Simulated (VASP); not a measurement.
A run of VASP 6.6.1:

File INCAR:

```
ALGO = Normal ; EDIFF = 1E-7
ENCUT = 520 ; GGA = PS
ISIF = 2 ; ISMEAR = 0
LASPH = True ; LCHARG = False
LREAL = False ; LWAVE = False
NBANDS = 21 ; NELM = 60
PREC = Accurate ; SIGMA = 0.02
```

Contents of KPOINTS:

```
k-points
0
Gamma
  6 6 6
```

File POSCAR:

```
BaH2
1.0
    4.4420686356      0.0000000000      0.0000000000
   -2.2210343178      3.8469442837      0.0000000000
    0.0000000000      0.0000000000      5.9860336792
Ba H
2 4
Direct
    0.6666666667      0.3333333333      0.7500000000
    0.3333333333      0.6666666667      0.2500000000
    0.3333333333      0.6666666667      0.7500000000
    0.6666666667      0.3333333333      0.2500000000
    0.0000000000      0.0000000000      0.5000000000
    0.0000000000      0.0000000000      0.0000000000
```

Potentials or basis: VASP PAW PBE potentials, release 64 (Ba_sv, H).

Run with:

```bash
$ cat potpaw_PBE.64/Ba_sv/POTCAR potpaw_PBE.64/H/POTCAR > POTCAR
$ mpirun -np 1 vasp_std > vasp.out
```

Hardware: 1 thread of Intel(R) Xeon(R) Platinum 8375C CPU @ 2.90GHz (Ice Lake), with other jobs on the host.

**Question.** How long does it take, and how much memory?

**Answer.** Run time: 110 s on 1 thread of Intel(R) Xeon(R) Platinum 8375C CPU @ 2.90GHz (Ice Lake), on a shared host, peak memory 0.24 GiB. Counts: scf iterations 15, k points 28.
